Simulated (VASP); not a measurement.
Write the native input for VASP 6.6.1 that does the following.

| Property | Result |
| --- | --- |
| Task | single point |
| Functional | PBEsol |
| Potentials or basis | VASP PAW PBE potentials, release 64 (In_d, Ga_d, N) |
| Cutoff | 520 eV |
| k mesh | 4 × 4 × 6 |
| Occupations | fermi-dirac, width 0.05 eV |
| Spin | no spin polarisation |
| Dipole correction | no |
| Further INCAR settings | ALGO = Normal; EDIFF = 1e-06; NBANDS = 36 |

The structure of InGa2N3 lies in POSCAR:

```
InGa2N3
1.0
    2.7577988034     -4.7271637353      0.1079432028
    2.7549689441      4.7288207922     -0.1077552752
   -0.0000882770     -0.0653789175      3.1885337286
In Ga N
1 2 3
Direct
   -0.0264554596     -0.0322436040     -0.0080478480
    0.4506797643     -0.1628443730      0.6574262782
   -0.1570575839      0.4448910132      0.3264798091
    0.7883386638      0.2201434949     -0.1845689278
    0.2259311718      0.7825500952      0.1684753461
    0.7021990734      0.6964113530      0.4919520377
```

These files were run (other wordings do the same):

INCAR

```
PREC = Accurate ; ENCUT = 520
EDIFF = 1E-6 ; ISMEAR = -1
SIGMA = 0.05 ; LREAL = F
LASPH = T ; NELM = 60
ALGO = Normal ; ISIF = 2
LWAVE = F ; LCHARG = F
GGA = PS ; NBANDS = 36
```

KPOINTS

```
regular mesh
0
Gamma
  4 4 6
```

Potentials or basis: VASP PAW PBE potentials, release 64 (In_d, Ga_d, N).

Launch:

```console
$ cat potpaw_PBE.64/In_d/POTCAR potpaw_PBE.64/Ga_d/POTCAR potpaw_PBE.64/N/POTCAR > POTCAR
$ mpirun -np 1 vasp_std > vasp.out
```

Results of the run:

```yaml
Pressure: 0.0 GPa
Largest_force: 0.038 eV/Å
Band_gap_on_the_k_mesh: 0.33 eV
```

Caveat: the PAW data sets were made with another functional, which shifts forces and pressure a little; spin-orbit coupling is left out, which moves the levels of the heavy elements.

Wall time 72 s on 1 thread of AMD EPYC 9R45 96-Core Processor (Zen 5), with other jobs on the host, peak memory 0.22 GiB.
